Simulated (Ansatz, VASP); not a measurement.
## Al: VASP beside Ansatz

File INCAR:

```
ALGO     = Normal         # electronic algorithm
EDIFF    = 1E-6           # SCF threshold, eV
EDIFFG   = -0.02          # ionic threshold
ENCUT    = 600            # plane-wave cutoff, eV
GGA      = PS             # functional
IBRION   = 2              # ionic algorithm
ISIF     = 3              # what is computed and relaxed
ISMEAR   = 0              # smearing method
IVDW     = 12             # dispersion correction
LASPH    = T              # aspherical terms in the spheres
LCHARG   = F              # write CHGCAR
LREAL    = F              # projectors in reciprocal space
LWAVE    = F              # write WAVECAR
NELM     = 60             # most SCF steps
NSW      = 80             # ionic steps
PREC     = Accurate       # precision mode
SIGMA    = 0.1            # smearing width, eV
```

The input KPOINTS:

```
k-points
0
Gamma
  15 15 15
```

File POSCAR:

```
Al
1.0
   -1.5912186900      1.5912186900      1.5912186900
    1.5912186900     -1.5912186900      1.5912186900
    1.5912186900      1.5912186900     -1.5912186900
Al
1
Direct
    0.0000000000      0.0000000000      0.0000000000
```

Input for Ansatz:

```yaml
crystal:
  lattice:
    - [-1.59121869, 1.59121869, 1.59121869]
    - [1.59121869, -1.59121869, 1.59121869]
    - [1.59121869, 1.59121869, -1.59121869]
  atoms:
    - { symbol: Al, position: [0.0, 0.0, 0.0] }
kpoints:
  mp_grid:
    grid: [15, 15, 15]
hamiltonian:
  xc: pbesol
  dispersion: d3bj
scf:
  convergence:
    dr2_threshold: 1.0e-10
  occupations:
    method: gaussian
relax:
  f_tol: 0.02
  cell: {}
```

Alike in both runs: task relaxation of cell and atoms; functional PBEsol; dispersion D3(BJ); k mesh 15 × 15 × 15; no spin polarisation.

|  | VASP | Ansatz |
| --- | --- | --- |
| version | VASP 6.6.1 | Ansatz 0.2.0 |
| potentials or method | VASP PAW PBE potentials, release 64 (Al) | plane waves, PAW |
| plane-wave cutoff (eV) | 600 | 420 |
| occupations | gaussian, width 0.1 eV | gaussian |
| valence electrons in the cell | 3 | 3 |

Ansatz gave:

```
relaxed volume (Å³/atom)                                     : 15.88
relaxed cell length with the largest relative difference (Å) : 2.742
```

What did VASP give for the same quantities?

Relaxed volume (Å³/atom): 15.86; relaxed cell length with the largest relative difference (Å): 2.741.

VASP's potentials were made for PBE, not for PBEsol.
